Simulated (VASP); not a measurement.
# Nb2GaP3 (P4/mmm) in VASP: relaxation of cell and atoms with PBE

Aim: the relaxation of cell and atoms of Nb2GaP3 with PBE.

All numbers are computed with VASP 6.6.1; they aren't measurements. Logs are shortened: lines on timing, memory, paths and dates and some standing lists are left out, and cuts for length are marked.

## (1) The cell of the first run

Symmetry: P4/mmm, No. 123, tetragonal system. Conventional cell: a = 4.077 Å, b = 4.077 Å, c = 7.251 Å, α = 90.00°, β = 90.00°, γ = 90.00°. Nb (site symmetry mmm) has 2 Ga at 2.04 Å and 2 P at 2.04 Å within 2.7 Å. Within 2.7 Å of Ga (site symmetry 4/mmm) lie 4 Nb at 2.04 Å. P (site symmetry 4mm) has 2 P at 2.33 to 2.46 Å and 4 Nb at 3.20 Å within 3.2 Å. P (site symmetry 4/mmm) has 4 Nb at 2.04 Å and 2 P at 2.46 Å within 2.7 Å.

The cell was generated, and may not be a known phase.

## (2) Relaxation of cell and atoms, PBE

The input, INCAR:

```
PREC = Accurate
ENCUT = 600
EDIFF = 1E-6
ISMEAR = 0
SIGMA = 0.1
LREAL = F
LASPH = T
NELM = 60
ALGO = Normal
ISIF = 3
LWAVE = F
LCHARG = F
GGA = PE
IBRION = 2
NSW = 90
EDIFFG = -0.04
```

The input, KPOINTS:

```
regular mesh
0
Gamma
  4 4 4
```

The input, POSCAR:

```
Nb2GaP3
1.0
    4.0772667100      0.0000000000      0.0000000000
    0.0000000000      4.0772667100      0.0000000000
    0.0000000000      0.0000000000      7.2513435400
Nb Ga P
2 1 3
Direct
    0.0000000000      0.5000000000      0.0000000000
    0.5000000000      0.0000000000      0.0000000000
    0.5000000000      0.5000000000      0.0000000000
    0.0000000000      0.0000000000      0.6604447500
    0.0000000000      0.0000000000      0.3395552500
    0.0000000000      0.0000000000      0.0000000000
```

Potentials or basis: VASP PAW PBE potentials, release 64 (Nb_sv, Ga_d, P).

The run is started by

```sh
> cat potpaw_PBE.64/Nb_sv/POTCAR potpaw_PBE.64/Ga_d/POTCAR potpaw_PBE.64/P/POTCAR > POTCAR
> mpirun -np 1 vasp_std > vasp.out
```

OUTCAR:

```text
PREC = Accurate
   ENCUT = 600
   EDIFF = 1E-6
   ISMEAR = 0
   LREAL = F
   LASPH = T
   NELM = 60
   ISIF = 3
   GGA = PE
   IBRION = 2
   NSW = 90
   EDIFFG = -0.04

 ion  position               nearest neighbor table
   1  0.000  0.500  0.000-   3 2.04   6 2.04   6 2.04   3 2.04   2 2.88   2 2.88   2 2.88   2 2.88

   2  0.500  0.000  0.000-   3 2.04   6 2.04   3 2.04   6 2.04   1 2.88   1 2.88   1 2.88   1 2.88

   3  0.500  0.500  0.000-   1 2.04   2 2.04   2 2.04   1 2.04   6 2.88   6 2.88   6 2.88   6 2.88

   4  0.000  0.000  0.660-   5 2.33   6 2.46
   5  0.000  0.000  0.340-   4 2.33   6 2.46
   6  0.000  0.000  0.000-   1 2.04   2 2.04   1 2.04   2 2.04   4 2.46   5 2.46   3 2.88   3 2.88
                             3 2.88   3 2.88

  LATTYP: Found a simple tetragonal cell.
 ALAT       =     4.0772667100
 C/A-ratio  =     1.7784815308

  Lattice vectors:

 A1 = (   4.0772667100,   0.0000000000,   0.0000000000)
 A2 = (   0.0000000000,   4.0772667100,   0.0000000000)
 A3 = (   0.0000000000,   0.0000000000,   7.2513435400)

Analysis of symmetry for initial positions (statically):
=====================================================================
 Subroutine PRICEL returns:
 Original cell was already a primitive cell.

 Routine SETGRP: Setting up the symmetry group for a
 simple tetragonal supercell.

 Subroutine GETGRP returns: Found 16 space group operations
 (whereof 16 operations were pure point group operations)
 out of a pool of 16 trial point group operations.

The static configuration has the point symmetry D_4h.

Analysis of symmetry for dynamics (positions and initial velocities):
=====================================================================
 Subroutine PRICEL returns:
 Original cell was already a primitive cell.

 Routine SETGRP: Setting up the symmetry group for a
 simple tetragonal supercell.

 Subroutine GETGRP returns: Found 16 space group operations
 (whereof 16 operations were pure point group operations)
 out of a pool of 16 trial point group operations.

The dynamic configuration has the point symmetry D_4h.

 Subroutine INISYM returns: Found 16 space group operations
 (whereof 16 operations are pure point group operations),
 and found     1 'primitive' translations

----------------------------------------------------------------------------------------

                                     Primitive cell

  volume of cell :     120.5471

  direct lattice vectors                    reciprocal lattice vectors
     4.077266710  0.000000000  0.000000000     0.245262346  0.000000000  0.000000000
     0.000000000  4.077266710  0.000000000     0.000000000  0.245262346  0.000000000
     0.000000000  0.000000000  7.251343540     0.000000000  0.000000000  0.137905478

  length of vectors
     4.077266710  4.077266710  7.251343540     0.245262346  0.245262346  0.137905478

  position of ions in fractional coordinates (direct lattice)
     0.000000000  0.500000000  0.000000000
     0.500000000  0.000000000  0.000000000
     0.500000000  0.500000000  0.000000000
     0.000000000  0.000000000  0.660444750
     0.000000000  0.000000000  0.339555250
     0.000000000  0.000000000  0.000000000

  ion indices of the primitive-cell ions
   primitive index   ion index
                 1           1
                 2           2
                 3           3
                 4           4
                 5           5
                 6           6

----------------------------------------------------------------------------------------

 KPOINTS: regular mesh

Automatic generation of k-mesh.
 Grid dimensions read from file:
 generate k-points for:    4    4    4

 Generating k-lattice:

  Cartesian coordinates                     Fractional coordinates (reciprocal lattice)
     0.061315587  0.000000000  0.000000000     0.250000000  0.000000000  0.000000000
     0.000000000  0.061315587  0.000000000     0.000000000  0.250000000  0.000000000
     0.000000000  0.000000000  0.034476370     0.000000000  0.000000000  0.250000000

  Length of vectors
     0.061315587  0.061315587  0.034476370

  Shift w.r.t. Gamma in fractional coordinates (k-lattice)
     0.000000000  0.000000000  0.000000000

 Subroutine IBZKPT returns following result:
 ===========================================

 Found     18 irreducible k-points:

 Following reciprocal coordinates:
            Coordinates               Weight
  0.000000  0.000000  0.000000      1.000000
  0.250000  0.000000  0.000000      4.000000
  0.500000  0.000000  0.000000      2.000000
  0.250000  0.250000  0.000000      4.000000
  0.500000  0.250000  0.000000      4.000000
  0.500000  0.500000  0.000000      1.000000
[... 10 lines left out ...]
  0.500000  0.250000  0.500000      4.000000
  0.500000  0.500000  0.500000      1.000000
   k-points           NKPTS =     18   k-points in BZ     NKDIM =     18   number of bands    NBANDS=     32
   number of dos      NEDOS =    301   number of ions     NIONS =      6
   total plane-waves  NPLWV =  77760
   dimension x,y,z NGX =    36 NGY =   36 NGZ =   60
   dimension x,y,z NGXF=    72 NGYF=   72 NGZF=  120
   ions per type =               2   1   3
   NGX,Y,Z   is equivalent  to a cutoff of  14.68, 14.68, 13.76 a.u.
   NGXF,Y,Z  is equivalent  to a cutoff of  29.36, 29.36, 27.51 a.u.
 SYSTEM =  unknown system
   PREC   = accura    normal or accurate (medium, high low for compatibility)
   ISTART =      0    job   : 0-new  1-cont  2-samecut
   ICHARG =      2    charge: 1-file 2-atom 10-const
   ISPIN  =      1    spin polarized calculation?
   LNONCOLLINEAR =      F non collinear calculations
   LSORBIT =      F    spin-orbit coupling
   LASPH  =      T    aspherical Exc in radial PAW
   ENCUT  =  600.0 eV  44.10 Ry    6.64 a.u.   8.14  8.14 14.48*2*pi/ulx,y,z
   NELM   =     60;   NELMIN=  2; NELMDL= -5     # of ELM steps
   EDIFF  = 0.1E-05   stopping-criterion for ELM
   LREAL  =      F    real-space projection
   EDIFFG = -.4E-01   stopping-criterion for IOM
   NSW    =     90    number of steps for IOM
   IBRION =      2    ionic relax: 0-MD 1-quasi-New 2-CG
   NFREE  =      1    steps in history (QN), initial steepest desc. (CG)
   ISIF   =      3    stress and relaxation
   ISYM   =      2    0-nonsym 1-usesym 2-fastsym
   POTIM  = 0.5000    time-step for ionic-motion
   TEBEG  =    0.0;   TEEND  =   0.0 temperature during run
   PSTRESS=    0.0 pullay stress
   NELECT =      54.0000    total number of electrons
   NUPDOWN=      -1.0000    fix difference up-down
   EMIN   =  10.00;   EMAX   =-10.00  energy-range for DOS
   EFERMI =   0.00;   METHOD = LEGACY
   ISMEAR =     0;   SIGMA  =   0.10  broadening in eV -4-tet -1-fermi 0-gaus
   EFERMI_NEDOS =   21; number of points for ismear=-14 and -15
   IALGO  =     38    algorithm
   IMIX   =      4    mixing-type and parameters
     AMIX     =   0.40;   BMIX     =  1.00
     AMIX_MAG =   1.60;   BMIX_MAG =  1.00
  volume/ion in A,a.u.               =      20.09       135.58
  Fermi-wavevector in a.u.,A,eV,Ry     =   1.252623  2.367115 21.348430  1.569065
  Thomas-Fermi vector in A             =   2.386515
   LORBIT       =      0    0 simple, 1 ext, 2 COOP (PROOUT), +10 PAW based schemes
   GGA     = PE    functional components
   LHFCALC =     F    Hartree Fock is set to
   AEXX    =    0.0000 exact exchange contribution
   IVDW    =     0    specifies the selected vdW correction
   LEPSILON=     F    determine dielectric tensor
   LRPA    =     F    only Hartree local field effects (RPA)
 conjugate gradient relaxation of ions
 non-spin polarized calculation
 Gauss-broadening in eV      SIGMA  =   0.10
  energy-cutoff  :      600.00
  volume of cell :      120.55
 maximum number of plane-waves:      4065
 NGX is ok and might be reduce to    36
   NGX = 17   NGY = 17   NGZ = 29

--------------------------------------- Ionic step        1  -------------------------------------------

 number of electron      54.0000005 magnetization

 Free energy of the ion-electron system (eV)
  ---------------------------------------------------
  ext. energy  EPLUGINS =         0.00000000
  ---------------------------------------------------
  free energy    TOTEN  =       -21.07660051 eV

  energy without entropy =      -21.04636381  energy(sigma->0) =      -21.06148216

 E-fermi :   6.2299     XC(G=0):  -9.8219

 val. band max:        6.2191189267   @ k =   0.2500   0.2500   0.0000
 cond. band min:       6.2646771871   @ k =   0.2500   0.0000   0.2500
 fundamental gap:      0.0455582604
 Fermi energy:         6.2299218191

 k-point     1 :       0.0000    0.0000    0.0000
  band No.  band energies     occupation
      1     -48.4556      2.00000
      2     -48.1903      2.00000
      3     -25.6287      2.00000
      4     -25.6287      2.00000
      5     -24.6075      2.00000
      6     -24.6075      2.00000
[... 732 lines left out ...]
  FREE ENERGIE OF THE ION-ELECTRON SYSTEM (eV)
  ---------------------------------------------------
  free  energy   TOTEN  =       -34.4472667376 eV

  energy  without entropy=      -34.4156523257  energy(sigma->0) =      -34.43145953

[... ionic steps 4 to 8 ...]

--------------------------------------- Ionic step        9  -------------------------------------------

 number of electron      54.0000003 magnetization

------------------------ aborting loop because EDIFF is reached ----------------------------------------

  FORCE on cell =-STRESS in cart. coord.  units (eV):
  Direction    XX          YY          ZZ          XY          YZ          ZX
  --------------------------------------------------------------------------------------
  -------------------------------------------------------------------------------------
  Total       -0.4155098     -0.4155098     -0.2100752      0.0000000      0.0000000     -0.0000000
  in kB       -4.0436887     -4.0436887     -2.0444249      0.0000000      0.0000000     -0.0000000
  external PRESSURE =      -3.3772674 kB  Pullay stress =       0.0000000 kB
[... 65 lines left out ...]
  energy  without entropy=      -35.2277601942  energy(sigma->0) =      -35.23708605

--------------------------------------- Ionic step       11  -------------------------------------------

 number of electron      54.0000005 magnetization

 Free energy of the ion-electron system (eV)
  ---------------------------------------------------
  ext. energy  EPLUGINS =         0.00000000
  ---------------------------------------------------
  free energy    TOTEN  =       -35.24682572 eV

  energy without entropy =      -35.22812881  energy(sigma->0) =      -35.23747727

 E-fermi :   3.8337     XC(G=0):  -8.5722

 val. band max:        3.8271088239   @ k =   0.5000   0.0000   0.0000
 cond. band min:       3.8770587720   @ k =   0.0000   0.0000   0.0000
 fundamental gap:      0.0499499482
 Fermi energy:         3.8337358000

 k-point     1 :       0.0000    0.0000    0.0000
  band No.  band energies     occupation
      1     -51.6365      2.00000
      2     -51.6166      2.00000
      3     -27.8101      2.00000
      4     -27.7821      2.00000
      5     -27.7815      2.00000
      6     -27.7815      2.00000
[... 652 lines left out ...]
  FREE ENERGIE OF THE ION-ELECTRON SYSTEM (eV)
  ---------------------------------------------------
  free  energy   TOTEN  =       -35.2468257219 eV

  energy  without entropy=      -35.2281288130  energy(sigma->0) =      -35.23747727

 reached required accuracy - stopping structural energy minimisation
```

Run time: 27 min. Hardware: 1 thread of Oxide Virtual Turin-like, shared host; peak memory 0.3 GiB.

What came out:

```yaml
Free_energy: -35.2468 eV
Relaxed_volume: 27.35 Å³/atom
Relaxed_cell: a = 4.943 Å, b = 4.943 Å, c = 6.716 Å, α = 90.00°, β = 90.00°, γ = 90.00°
Space_group_after_relaxing_to_0.1_Å: P4/mmm (No. 123)
Energy_gained_by_relaxing: 2361.7 meV/atom
Ionic_steps: 11
Pressure_after_relaxing: -0.1 GPa
Largest_force_after_relaxing: 0.031 eV/Å
Band_gap_on_the_k_mesh: zero (bands 27 and 28 overlap by 1.21 eV)
```

Forces on the atoms (eV/Å):
```
Nb   0.000  0.000  0.000
Nb   0.000  0.000  0.000
Ga   0.000  0.000  0.000
P    0.000  0.000  0.031
P    0.000  0.000 -0.031
P    0.000  0.000  0.000
```

The path:
| step | energy change (eV) | largest force (eV/Å) | pressure (GPa) | volume (Å³) |
| --- | --- | --- | --- | --- |
| 1 | 0.0000 | 0.6427 | 72.91 | 120.55 |
| 2 | -1.6624 | 0.9326 | -9.64 | 325.20 |
| 3 | -13.3707 | 0.0777 | -7.91 | 192.06 |
| 4 | -13.7421 | 0.0204 | -5.86 | 183.82 |
| 5 | -13.9011 | 0.1490 | -1.82 | 173.03 |
| 6 | -13.9067 | 0.1294 | -2.57 | 174.70 |
| 7 | -14.1650 | 0.0493 | -0.65 | 165.60 |
| 8 | -14.1696 | 0.0304 | -0.27 | 164.43 |
| 9 | -14.1695 | 0.0338 | -0.34 | 164.63 |
| 10 | -14.1698 | 0.0285 | 0.13 | 163.66 |
| 11 | -14.1702 | 0.0309 | -0.08 | 164.07 |

Final structure:
```yaml
crystal:
  lattice:
    - [4.94287, 0.00000, 0.00000]
    - [0.00000, 4.94287, 0.00000]
    - [0.00000, 0.00000, 6.71554]
  atoms:
    - { symbol: Nb, position: [0.00000, 0.50000, 0.00000] }
    - { symbol: Nb, position: [0.50000, 0.00000, 0.00000] }
    - { symbol: Ga, position: [0.50000, 0.50000, 0.00000] }
    - { symbol: P, position: [0.00000, 0.00000, 0.66259] }
    - { symbol: P, position: [0.00000, 0.00000, 0.33741] }
    - { symbol: P, position: [0.00000, 0.00000, 0.00000] }
```

Levels at points of the mesh, in eV from the Fermi level:
```csv
k point,band 23,band 24,band 25,band 26,band 27,band 28,band 29,band 30,band 31,band 32
"(0.00, 0.00, 0.00)",-2.10,-0.86,-0.67,-0.67,0.04,0.47,0.50,0.50,0.68,0.73
"(0.50, 0.00, 0.00)",-1.97,-1.92,-1.82,-1.30,-1.00,-0.01,0.35,0.76,1.23,1.30
"(0.50, 0.50, 0.00)",-2.25,-2.12,-1.58,-1.16,-0.87,-0.87,0.77,0.96,1.15,1.15
"(0.00, 0.00, 0.50)",-2.29,0.04,0.13,0.13,0.34,0.45,0.57,0.79,0.79,1.76
"(0.50, 0.00, 0.50)",-2.46,-1.91,-0.91,-0.71,-0.03,0.55,0.58,0.83,0.92,1.79
"(0.50, 0.50, 0.50)",-2.61,-2.61,-2.17,-0.89,-0.89,0.76,0.92,0.95,1.80,1.80
```

Caveat: the k points lie up to 0.32 Å⁻¹ apart in the final cell, too coarse for converged energies and pressures of a metal; the volume moved by over 15 % at a fixed basis, so the end points are rough.

The gap in the log of VASP goes by the Fermi energy; the results here count the filled bands.